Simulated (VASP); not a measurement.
Write the native input for VASP 6.6.1 that does the following.

| Item | Value |
| --- | --- |
| Task | single point |
| Functional | PBE |
| Potentials or basis | VASP PAW PBE potentials, release 64 (Si, N) |
| Cutoff | 520 eV |
| k mesh | 18 × 18 × 4 |
| Occupations | gaussian, width 0.1 eV |
| Spin | no spin polarisation |
| Dipole correction | no |
| Further INCAR settings | ALGO = Normal; EDIFF = 1e-07; NBANDS = 30 |

The structure of Si4N5 lies in POSCAR:

```
Si4N5
1.0
    2.8302348565      0.0000000000      0.0000000000
   -1.4151174283      2.4510552844      0.0000000000
    0.0000000000      0.0000000000     12.2080269313
Si N
4 5
Direct
    0.3333333333      0.6666666667      0.2339712374
    0.3333333333      0.6666666667      0.7660287626
    0.0000000000      0.0000000000      0.5000000000
    0.0000000000      0.0000000000      0.0000000000
    0.6666666667      0.3333333333      0.3037732102
    0.6666666667      0.3333333333      0.9028156863
    0.6666666667      0.3333333333      0.6962267898
    0.6666666667      0.3333333333      0.0971843137
    0.3333333333      0.6666666667      0.5000000000
```

The cell was generated, and may not be a known phase.

These files were run (other wordings do the same):

INCAR

```
  PREC = Accurate
  ENCUT = 520
  EDIFF = 1E-7
  ISMEAR = 0
  SIGMA = 0.1
  LREAL = False
  LASPH = True
  NELM = 100
  ALGO = Normal
  ISIF = 2
  LWAVE = False
  LCHARG = True
  GGA = PE
  LELF = True
  LVHAR = True
  NBANDS = 30
```

KPOINTS

```
Automatic mesh
0
Gamma
  18 18 4
```

Potentials or basis: VASP PAW PBE potentials, release 64 (Si, N).

Launch:

```bash
$ cat potpaw_PBE.64/Si/POTCAR potpaw_PBE.64/N/POTCAR > POTCAR
$ mpirun -np 1 vasp_std > vasp.out
```

It gave:

```yaml
Pressure: 0.0 GPa
Largest_force: 0.024 eV/Å
Band_gap_on_the_k_mesh: zero (an odd number of electrons rules out a gap without spin polarisation)
```

Caveat: an odd number of electrons without spin polarisation forces a metal; a magnetic or distorted state may lie lower.

Wall time 4.4 min on 1 thread of Intel(R) Xeon(R) Platinum 8259CL CPU @ 2.50GHz (Skylake/Cascade Lake), with other jobs on the host, peak memory 0.35 GiB.
